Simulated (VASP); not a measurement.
Write the native input for VASP 6.6.1 that does the following.

```yaml
Task: single point
Functional: r2SCAN
Potentials_or_basis: VASP PAW PBE potentials, release 64 (Fe)
Cutoff: 520 eV
k_mesh: 13 × 13 × 13
Occupations: fermi-dirac, width 0.05 eV
Spin: collinear spin, ferromagnetic start
Starting_moments: "[3.0] μB"
Dipole_correction: no
Further_INCAR_settings: ALGO = Normal; EDIFF = 1e-06; NBANDS = 14
```

The system is Fe.

```
Fe
1.0
     0.00000    1.97982    2.00365
     1.52783    0.00000    2.00365
     1.52783    1.97982    0.00000
Fe
1
Cartesian
  0.0000 0.0000 0.0000
```

These files were run (other wordings do the same):

POSCAR

```
Fe
1.0
    0.0000000000      1.9798226863      2.0036464209
    1.5278283418      0.0000000000      2.0036464209
    1.5278283418      1.9798226863      0.0000000000
Fe
1
Direct
    0.0000000000      0.0000000000      0.0000000000
```

INCAR.step1

```
  ALGO = Normal
  EDIFF = 1E-4
  ENCUT = 520
  GGA = PE
  ISMEAR = -1
  ISPIN = 2
  LASPH = T
  LCHARG = F
  LMAXMIX = 4
  LREAL = F
  LWAVE = T
  MAGMOM = 3
  NBANDS = 14
  NELM = 150
  PREC = Accurate
  SIGMA = 0.05
```

INCAR.step2

```
  ALGO = Normal
  EDIFF = 1E-6
  ENCUT = 520
  ISIF = 2
  ISMEAR = -1
  ISPIN = 2
  ISTART = 1
  LASPH = T
  LCHARG = F
  LMAXMIX = 4
  LMIXTAU = T
  LORBIT = 11
  LREAL = F
  LWAVE = F
  MAGMOM = 3
  METAGGA = R2SCAN
  NBANDS = 14
  NELM = 150
  PREC = Accurate
  SIGMA = 0.05
```

KPOINTS

```
k-points
0
Gamma
  13 13 13
```

Potentials or basis: VASP PAW PBE potentials, release 64 (Fe).

Run with:

```console
$ cat potpaw_PBE.64/Fe/POTCAR > POTCAR
$ cp INCAR.step1 INCAR
$ mpirun -np 1 vasp_std > vasp.out
$ cp INCAR.step2 INCAR
$ mpirun -np 1 vasp_std > vasp.out
```

It gave:

```json
{
 "Pressure": "-5.1 GPa",
 "Net moment": "2.67 μB per cell",
 "Site moments": "Fe +2.75 μB",
 "Valence electrons inside the program's atomic spheres": "Fe 7.14"
}
```

Caveat: the PAW data sets were made with another functional, which shifts forces and pressure a little.

Run time: 7.3 min on 1 thread of Intel(R) Xeon(R) Platinum 8259CL CPU @ 2.50GHz (Skylake/Cascade Lake), with other jobs on the host, peak memory 0.21 GiB.
